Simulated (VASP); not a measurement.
KTaO3:

```xyz
5
Lattice="3.9883 0.0000 0.0000 0.0000 3.9883 0.0000 0.0000 0.0000 3.9883" Properties=species:S:1:pos:R:3 pbc="T T T"
Ta    0.0000    0.0000    0.0000
K     1.9942    1.9942    1.9942
O     0.0000    0.0000    1.9942
O     0.0000    1.9942    0.0000
O     1.9942    0.0000    0.0000
```

| Item | Value |
| --- | --- |
| Program | VASP 6.6.1 |
| Task | relaxation of cell and atoms |
| Functional | BLYP |
| Dispersion | D3(BJ) |
| Potentials or basis | VASP PAW PBE potentials, release 64 (Ta_pv, K_sv, O) |
| Cutoff | 600 eV |
| k mesh | 7 × 7 × 7 |
| Occupations | fermi-dirac, width 0.05 eV |
| Spin | no spin polarisation |

At the start: pressure 4.5 GPa; volume 12.69 Å³/atom.

**Question.** Where does the relaxation end?

**Answer.** Over 3 steps the energy falls by 3.9 meV/atom and the volume is 12.97 Å³/atom (+2.3 %); space group Pm-3m (No. 221, to 0.05 Å).

The path:
```
step  energy change (eV)  largest force (eV/Å)  pressure (GPa)  volume (Å³)
   1              0.0000                0.0000            4.46        63.44
   2              0.0116                0.0000           -5.14        66.74
   3             -0.0193                0.0000           -0.05        64.87
```

Final structure:
```
Ta K O
1.0
     4.01799    0.00000    0.00000
     0.00000    4.01799    0.00000
     0.00000    0.00000    4.01799
Ta K O
1 1 3
Direct
  0.00000 0.00000 0.00000
  0.50000 0.50000 0.50000
  0.00000 0.00000 0.50000
  0.00000 0.50000 0.00000
  0.50000 0.00000 0.00000
```

Caveat: the PAW data sets were made with another functional, which shifts forces and pressure a little.
